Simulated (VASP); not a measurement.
# Hf (P6_3/mmc) in VASP: a series of runs, part 3 of 3

VASP 6.6.1.

## Step 5: Relaxation of cell and atoms, PBEsol

File INCAR:

```
PREC = Accurate
ENCUT = 600
EDIFF = 1E-6
ISMEAR = 0
SIGMA = 0.1
LREAL = F
LASPH = T
NELM = 100
ALGO = Normal
ISIF = 3
LWAVE = F
LCHARG = F
GGA = PS
IBRION = 2
NSW = 90
EDIFFG = -0.04
```

File KPOINTS:

```
Automatic mesh
0
Gamma
  6 6 2
```

File POSCAR:

```
Hf
1.0
    3.4397864804      0.0000000000      0.0000000000
   -1.7198932402      2.9789424756      0.0000000000
    0.0000000000      0.0000000000      9.3685241541
Hf
4
Direct
    0.0000000000      0.0000000000      0.2500000000
    0.0000000000      0.0000000000      0.7500000000
    0.3333333333      0.6666666667      0.7500000000
    0.6666666667      0.3333333333      0.2500000000
```

Potentials or basis: VASP PAW PBE potentials, release 64 (Hf_pv).

Command:

```console
> cat potpaw_PBE.64/Hf_pv/POTCAR > POTCAR
> mpirun -np 1 vasp_std > vasp.out
```

OUTCAR:

```text
PREC = Accurate
   ENCUT = 600
   EDIFF = 1E-6
   ISMEAR = 0
   LREAL = F
   LASPH = T
   NELM = 100
   ISIF = 3
   GGA = PS
   IBRION = 2
   NSW = 90
   EDIFFG = -0.04

 ion  position               nearest neighbor table
   1  0.000  0.000  0.250-   4 1.99   4 1.99   4 1.99
   2  0.000  0.000  0.750-   3 1.99   3 1.99   3 1.99
   3  0.333  0.667  0.750-   2 1.99   2 1.99   2 1.99
   4  0.667  0.333  0.250-   1 1.99   1 1.99   1 1.99

  LATTYP: Found a hexagonal cell.
 ALAT       =     3.4397864804
 C/A-ratio  =     2.7235772358

  Lattice vectors:

 A1 = (   3.4397864804,   0.0000000000,   0.0000000000)
 A2 = (  -1.7198932402,   2.9789424756,   0.0000000000)
 A3 = (   0.0000000000,   0.0000000000,   9.3685241541)
[... 179 lines left out ...]
  -------------------------------------------------------------------------------------
  Total       82.0416706     82.0416706     -5.0968841      0.0000000      0.0000000      0.0000000
  in kB     1369.2422593   1369.2422592    -85.0649320      0.0000000      0.0000000      0.0000000
  external PRESSURE =     884.4731955 kB  Pullay stress =       0.0000000 kB
[... 868 lines left out ...]
     23       2.4896      0.00000
     24       2.4896      0.00000

[... ionic steps 4 to 10 ...]

--------------------------------------- Ionic step       11  -------------------------------------------

 number of electron      40.0000003 magnetization

------------------------ aborting loop because EDIFF is reached ----------------------------------------
[... 71 lines left out ...]
--------------------------------------- Ionic step       13  -------------------------------------------

 number of electron      40.0000002 magnetization

 Free energy of the ion-electron system (eV)
  ---------------------------------------------------
  ext. energy  EPLUGINS =         0.00000000
  ---------------------------------------------------
  free energy    TOTEN  =       -36.66075678 eV

  energy without entropy =      -36.63038686  energy(sigma->0) =      -36.64557182

 E-fermi :   3.5823     XC(G=0): -10.6979

 val. band max:        3.5261422793   @ k =   0.5000   0.0000   0.5000
 cond. band min:       3.6065020784   @ k =   0.5000   0.0000   0.0000
 fundamental gap:      0.0803597991
 Fermi energy:         3.5823292294
[... 407 lines left out ...]
  FREE ENERGIE OF THE ION-ELECTRON SYSTEM (eV)
  ---------------------------------------------------
  free  energy   TOTEN  =       -36.6607567799 eV

  energy  without entropy=      -36.6303868642  energy(sigma->0) =      -36.64557182

 reached required accuracy - stopping structural energy minimisation
```

CONTCAR:

```text
Hf
   1.00000000000000
     4.9073196847576295   -0.0000000000000000    0.0000000000000000
    -2.4536598423788147    4.2498635114448655   -0.0000000000000000
     0.0000000000000000   -0.0000000000000000    4.8111982937438365
  Hf
     4
Direct
     0.0000000000000000    0.0000000000000000    0.2500000000000000
     0.0000000000000000    0.0000000000000000    0.7500000000000000
     0.3333333332999970    0.6666666667000030    0.7500000000000000
     0.6666666667000030    0.3333333332999970    0.2500000000000000

  0.00000000E+00  0.00000000E+00  0.00000000E+00
  0.00000000E+00  0.00000000E+00  0.00000000E+00
  0.00000000E+00  0.00000000E+00  0.00000000E+00
  0.00000000E+00  0.00000000E+00  0.00000000E+00
```

Wall time 5.1 min (1 thread of AMD EPYC 9R45 (Zen 5), shared host); peak memory 0.23 GiB.

Results:

- Free energy: -36.6608 eV
- Relaxed volume: 25.08 Å³/atom
- Relaxed cell: a = 4.907 Å, b = 4.907 Å, c = 4.811 Å, α = 90.00°, β = 90.00°, γ = 120.00°
- Space group after relaxing (to 0.1 Å): P6_3/mmc (No. 194)
- Pressure after relaxing: -0.2 GPa
- Band gap on the k mesh: zero (bands 20 and 21 overlap by 0.91 eV)

Stress tensor (GPa, compression positive):
```
-0.25  0.00  0.00
 0.00 -0.25  0.00
 0.00  0.00 -0.07
```

Final structure:
```
CELL_PARAMETERS angstrom
4.90732 0.00000 0.00000
-2.45366 4.24986 0.00000
0.00000 0.00000 4.81120
ATOMIC_POSITIONS crystal
Hf 0.00000 0.00000 0.25000
Hf 0.00000 0.00000 0.75000
Hf 0.33333 0.66667 0.75000
Hf 0.66667 0.33333 0.25000
```

Levels at points of the mesh, in eV from the Fermi level:
| k point | band 16 | band 17 | band 18 | band 19 | band 20 | band 21 | band 22 | band 23 | band 24 |
| --- | --- | --- | --- | --- | --- | --- | --- | --- | --- |
| (0.00, 0.00, 0.00) | -2.10 | -2.02 | -0.49 | -0.49 | 0.16 | 0.16 | 0.55 | 0.55 | 1.73 |
| (0.50, 0.00, 0.00) | -2.68 | -2.39 | -1.49 | -0.62 | -0.11 | 0.02 | 0.40 | 0.41 | 0.79 |
| (0.00, 0.00, 0.50) | -1.17 | -1.17 | -1.17 | 0.73 | 0.73 | 0.73 | 0.73 | 1.43 | 1.43 |
| (0.50, 0.00, 0.50) | -1.66 | -1.08 | -1.08 | -1.00 | -1.00 | -0.06 | -0.06 | 1.43 | 1.43 |

Caveat: a cell axis changed by over 15 % at a fixed basis, so the end point is rough; the PAW data sets were made with another functional, which shifts forces and pressure a little; spin-orbit coupling is left out, which moves the levels of the heavy elements.

## Step 6: Relaxation of cell and atoms, PBEsol

This run uses another cell than the first one, of 25.11 Å³/atom.

File INCAR:

```
  ALGO = Fast
  EDIFF = 1E-7
  EDIFFG = -0.04
  ENCUT = 600
  GGA = PS
  IBRION = 2
  ISIF = 3
  ISMEAR = 0
  LASPH = T
  LCHARG = F
  LREAL = F
  LWAVE = F
  NELM = 100
  NSW = 90
  PREC = Accurate
  SIGMA = 0.1
```

File KPOINTS:

```
k-points
0
Gamma
  6 6 4
```

File POSCAR:

```
Hf
1.0
    4.9093365659      0.0000000000      0.0000000000
   -2.4546682829      4.2516101818      0.0000000000
    0.0000000000      0.0000000000      4.8125558590
Hf
4
Direct
    0.0000000000      0.0000000000      0.2500000000
    0.0000000000      0.0000000000      0.7500000000
    0.3333333333      0.6666666667      0.7500000000
    0.6666666667      0.3333333333      0.2500000000
```

Potentials or basis: VASP PAW PBE potentials, release 64 (Hf_pv).

Command:

```console
> cat potpaw_PBE.64/Hf_pv/POTCAR > POTCAR
> mpirun -np 1 vasp_std > vasp.out
```

It took 2.9 min on 1 thread of AMD EPYC 9R45 (Zen 5), shared host; peak memory 0.24 GiB.

It converged, with:

```yaml
Free_energy: -36.3655 eV
Relaxed_volume: 25.54 Å³/atom
Relaxed_cell: a = 4.890 Å, b = 4.890 Å, c = 4.933 Å, α = 90.00°, β = 90.00°, γ = 120.00°
Space_group_after_relaxing_to_0.1_Å: P6_3/mmc (No. 194)
Energy_gained_by_relaxing: 12.1 meV/atom
Ionic_steps: 5
Pressure_after_relaxing: 0.1 GPa
Band_gap_on_the_k_mesh: zero (bands 20 and 21 overlap by 1.06 eV)
```

Step by step:
```tsv
step	energy change (eV)	largest force (eV/Å)	pressure (GPa)	volume (Å³)
1	0.0000	0.0000	1.88	100.45
2	-0.0158	0.0000	-1.82	104.70
3	-0.0481	0.0000	-0.27	102.75
4	-0.0481	0.0000	-0.25	102.71
5	-0.0486	0.0000	0.12	102.15
```

Final structure:
```
Hf
1.0
     4.88977    0.00000    0.00000
    -2.44488    4.23466    0.00000
     0.00000    0.00000    4.93309
Hf
4
Direct
  0.00000 0.00000 0.25000
  0.00000 0.00000 0.75000
  0.33333 0.66667 0.75000
  0.66667 0.33333 0.25000
```

Levels at points of the mesh, in eV from the Fermi level:
```tsv
k point	band 16	band 17	band 18	band 19	band 20	band 21	band 22	band 23	band 24
(0.00, 0.00, 0.00)	-1.75	-1.65	-0.33	-0.33	0.22	0.22	0.53	0.53	1.60
(0.50, 0.00, 0.00)	-2.47	-2.11	-1.06	-0.51	-0.17	-0.05	0.39	0.44	0.67
(0.00, 0.00, 0.50)	-1.05	-1.05	-1.05	0.86	0.86	0.86	0.86	1.26	1.26
(0.50, 0.00, 0.50)	-1.62	-1.04	-1.04	-0.90	-0.90	0.00	0.00	1.30	1.30
```

Caveat: the PAW data sets were made with another functional, which shifts forces and pressure a little; spin-orbit coupling is left out, which moves the levels of the heavy elements.

## Step 7: Single point, PBEsol

This run uses another cell than the first one, of 25.44 Å³/atom.

File INCAR:

```
PREC = Accurate ; ENCUT = 520
EDIFF = 1E-6 ; ISMEAR = 0
SIGMA = 0.1 ; LREAL = F
LASPH = T ; NELM = 60
ALGO = Fast ; ISIF = 2
LWAVE = F ; LCHARG = F
GGA = PS ; NBANDS = 28
```

File KPOINTS:

```
Automatic mesh
0
Gamma
  12 12 10
```

File POSCAR:

```
Hf
1.0
    4.9108467514      0.0000000000      0.0000000000
   -2.4554233757      4.2529180408      0.0000000000
    0.0000000000      0.0000000000      4.8720962880
Hf
4
Direct
    0.0000000000      0.0000000000      0.2500000000
    0.0000000000      0.0000000000      0.7500000000
    0.3333333333      0.6666666667      0.7500000000
    0.6666666667      0.3333333333      0.2500000000
```

Potentials or basis: VASP PAW PBE potentials, release 64 (Hf_pv).

Command:

```console
> cat potpaw_PBE.64/Hf_pv/POTCAR > POTCAR
> mpirun -np 1 vasp_std > vasp.out
```

OUTCAR:

```text
PREC = Accurate
   ENCUT = 520
   EDIFF = 1E-6
   ISMEAR = 0
   LREAL = F
   LASPH = T
   NELM = 60
   ISIF = 2
   GGA = PS

 ion  position               nearest neighbor table
   1  0.000  0.000  0.250-   2 2.44   2 2.44   4 2.84   4 2.84   4 2.84   3 3.74   3 3.74   3 3.74
                             3 3.74   3 3.74   3 3.74
   2  0.000  0.000  0.750-   1 2.44   1 2.44   3 2.84   3 2.84   3 2.84   4 3.74   4 3.74   4 3.74
                             4 3.74   4 3.74   4 3.74
   3  0.333  0.667  0.750-   2 2.84   2 2.84   2 2.84   4 3.74   4 3.74   1 3.74   1 3.74   4 3.74
                             4 3.74   1 3.74   1 3.74   1 3.74   1 3.74   4 3.74   4 3.74
   4  0.667  0.333  0.250-   1 2.84   1 2.84   1 2.84   3 3.74   3 3.74   2 3.74   3 3.74   3 3.74
                             2 3.74   2 3.74   2 3.74   2 3.74   2 3.74   3 3.74   3 3.74

  LATTYP: Found a hexagonal cell.
 ALAT       =     4.9108467514
 C/A-ratio  =     0.9921092094

  Lattice vectors:

 A1 = (   4.9108467514,   0.0000000000,   0.0000000000)
 A2 = (  -2.4554233757,   4.2529180408,   0.0000000000)
 A3 = (   0.0000000000,   0.0000000000,   4.8720962880)

Analysis of symmetry for initial positions (statically):
[... 183 lines left out ...]
 val. band max:        3.4722220344   @ k =   0.3333   0.2500   0.0000
 cond. band min:       3.4761341061   @ k =   0.2500   0.1667   0.2000
 fundamental gap:      0.0039120717
 Fermi energy:         3.4724827822

 k-point     1 :       0.0000    0.0000    0.0000
  band No.  band energies     occupation
      1     -28.3561      2.00000
      2     -27.6929      2.00000
      3     -27.6929      2.00000
      4     -27.6760      2.00000
      5     -27.6759      2.00000
      6     -27.6759      2.00000
[... 733 lines left out ...]
     27       5.8624      0.00000
     28       7.6940      0.00000

 [... further k-points ...]

------------------------ aborting loop because EDIFF is reached ----------------------------------------

  FORCE on cell =-STRESS in cart. coord.  units (eV):
  Direction    XX          YY          ZZ          XY          YZ          ZX
  --------------------------------------------------------------------------------------
  -------------------------------------------------------------------------------------
  Total       -0.2487392     -0.2487392     -0.1695369      0.0000000     -0.0000000      0.0000000
  in kB       -3.9164774     -3.9164774     -2.6694115      0.0000000     -0.0000000      0.0000000
  external PRESSURE =      -3.5007888 kB  Pullay stress =       0.0000000 kB

 VOLUME and BASIS-vectors are now :
 -----------------------------------------------------------------------------
  energy-cutoff  :      520.00
  volume of cell :      101.76
      direct lattice vectors                 reciprocal lattice vectors
     4.910846751  0.000000000  0.000000000     0.203630871  0.117566338  0.000000000
    -2.455423376  4.252918041  0.000000000     0.000000000  0.235132676  0.000000000
     0.000000000  0.000000000  4.872096288     0.000000000  0.000000000  0.205250459

 POSITION                                       TOTAL-FORCE (eV/Angst)
 -----------------------------------------------------------------------------------
      0.00000      0.00000      1.21802         0.000000     -0.000000     -0.000000
      0.00000      0.00000      3.65407         0.000000      0.000000     -0.000000
     -0.00000      2.83528      3.65407        -0.000000      0.000000     -0.000000
      2.45542      1.41764      1.21802        -0.000000      0.000000      0.000000
 -----------------------------------------------------------------------------------
    total drift:                                0.000000     -0.000000      0.000000

  FREE ENERGIE OF THE ION-ELECTRON SYSTEM (eV)
  ---------------------------------------------------
  free  energy   TOTEN  =       -36.4264529163 eV

  energy  without entropy=      -36.3904174779  energy(sigma->0) =      -36.40843520
```

Wall time 3 min (1 thread of AMD EPYC 9R45 (Zen 5), shared host); peak memory 0.36 GiB.

What came out:

```
Free energy            : -36.4265 eV
Pressure               : -0.4 GPa
Band gap on the k mesh : zero (bands 20 and 21 overlap by 1.04 eV)
```

Stress tensor (GPa, compression positive):
```
-0.39  0.00  0.00
 0.00 -0.39  0.00
 0.00  0.00 -0.27
```

Caveat: the PAW data sets were made with another functional, which shifts forces and pressure a little; spin-orbit coupling is left out, which moves the levels of the heavy elements.

## Step 8: Overview

| task | cell | k mesh | cutoff (eV) | gap on the mesh (eV) | pressure (GPa) | relaxed volume (Å³/atom) |
| --- | --- | --- | --- | --- | --- | --- |
| single point | a = 3.440, b = 3.440, c = 9.369 Å, angles 90.0, 90.0, 120.0°, 4 atoms | 6 × 6 × 2 | 520 | none | 88.5 | - |
| single point | a = 4.909, b = 4.909, c = 4.813 Å, angles 90.0, 90.0, 120.0°, 4 atoms | 6 × 6 × 2 | 520 | none | -0.2 | - |
| single point | a = 4.902, b = 4.902, c = 4.944 Å, angles 90.0, 90.0, 120.0°, 4 atoms | 6 × 6 × 4 | 520 | none | -0.4 | - |
| relaxation of cell and atoms | relaxed from a = 3.440, b = 3.440, c = 9.369 Å, angles 90.0, 90.0, 120.0°, 4 atoms | 6 × 6 × 2 | 600 | none | -0.2 | 25.08 |
| relaxation of cell and atoms | relaxed from a = 4.909, b = 4.909, c = 4.813 Å, angles 90.0, 90.0, 120.0°, 4 atoms | 6 × 6 × 4 | 600 | none | 0.1 | 25.54 |
| single point | a = 4.911, b = 4.911, c = 4.872 Å, angles 90.0, 90.0, 120.0°, 4 atoms | 12 × 12 × 10 | 520 | none | -0.4 | - |

Alike in all rows: level PBEsol; potentials or basis VASP PAW PBE potentials, release 64 (Hf_pv); no spin polarisation; smearing gaussian 0.1 eV.

Caveats: some runs use coarse meshes; the PAW data sets were made with another functional, which shifts forces and pressure a little; spin-orbit coupling is left out, which moves the levels of the heavy elements; atoms lie so close that the PAW spheres overlap strongly, which falsifies energies and pressures (at least some runs); the stress differs along the axes, from -8 to 137 GPa (at least some runs); a cell axis changed by over 15 % at a fixed basis, so the end point is rough (at least some runs).

Absolute energies hang on the potentials; compare differences alone.

The gap in the log of VASP goes by the Fermi energy; the results here count the filled bands.